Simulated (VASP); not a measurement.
A run of VASP 6.6.1 is set up as follows.

File INCAR:

```
PREC = Accurate
ENCUT = 600
EDIFF = 1E-6
ISMEAR = 0
SIGMA = 0.1
LREAL = False
LASPH = True
NELM = 60
ALGO = Normal
ISIF = 3
LWAVE = False
LCHARG = False
GGA = PE
IBRION = 2
NSW = 100
EDIFFG = -0.01
```

Contents of KPOINTS:

```
regular mesh
0
Gamma
  12 12 14
```

Contents of POSCAR:

```
K2F
1.0
    5.3611846440      0.0000000000      0.0000000000
   -2.6805923220      4.6429220962      0.0000000000
    0.0000000000      0.0000000000      3.4080544174
K F
2 1
Direct
    0.3333333333      0.6666666667      0.5000000000
    0.6666666667      0.3333333333      0.5000000000
    0.0000000000      0.0000000000      0.0000000000
```

Potentials or basis: VASP PAW PBE potentials, release 64 (K_sv, F).

Command:

```sh
$ cat potpaw_PBE.64/K_sv/POTCAR potpaw_PBE.64/F/POTCAR > POTCAR
$ mpirun -np 1 vasp_std > vasp.out
```

Estimate the relaxed cell.

a = 5.650 Å, b = 5.650 Å, c = 3.898 Å, α = 90.00°, β = 90.00°, γ = 120.00°.

Estimate the space group after relaxing (to 0.1 Å).

P6/mmm (No. 191).

What does it give for the relaxed volume?

35.93 Å³/atom.

Estimate the band gap on the k mesh.

zero (an odd number of electrons rules out a gap without spin polarisation).

Final structure:
```yaml
crystal:
  lattice:
    - [5.65024, 0.00000, 0.00000]
    - [-2.82512, 4.89325, 0.00000]
    - [0.00000, 0.00000, 3.89814]
  atoms:
    - { symbol: K, position: [0.33333, 0.66667, 0.50000] }
    - { symbol: K, position: [0.66667, 0.33333, 0.50000] }
    - { symbol: F, position: [0.00000, 0.00000, 0.00000] }
```

Caveat: the volume moved by over 15 % at a fixed basis, so the end points are rough; an odd number of electrons without spin polarisation forces a metal; a magnetic or distorted state may lie lower.
